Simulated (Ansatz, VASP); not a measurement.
**One calculation of W, two programs**

```
W
1.0
     3.16000    0.00000    0.00000
     0.00000    3.16000    0.00000
     0.00000    0.00000   28.64000
W
9
Direct
  0.00000 0.00000 0.28571
  0.50000 0.50000 0.33425
  0.00000 0.00000 0.39050
  0.50000 0.50000 0.44510
  0.00000 0.00000 0.50000
  0.50000 0.50000 0.55490
  0.00000 0.00000 0.60950
  0.50000 0.50000 0.66575
  0.00000 0.00000 0.71429
```

Alike in both runs: functional PBEsol; k mesh 10 × 10 × 1; no spin polarisation.

Ansatz relaxed the structure, and its values are those at the end. VASP's run is a single point on that final structure, the one shown.

|  | VASP | Ansatz |
| --- | --- | --- |
| version | VASP 6.6.1 | Ansatz 0.2.0 |
| potentials or method | VASP PAW PBE potentials, release 64 (W_sv) | plane-wave PAW, scalar-relativistic |
| plane-wave cutoff (eV) | 520 | 420 |
| occupations | methfessel-paxton of order 1, width 0.1 eV | cold, width 0.1 eV |
| valence electrons in the cell | 126 | 126 |

```csv
,VASP,Ansatz,Ansatz less VASP
rms of the force components (eV/Å),0.013,0.000,-0.0128
```

VASP's potentials were made for PBE, not for PBEsol, and Ansatz warns of the same on its side.

Neither program's run includes spin-orbit coupling.
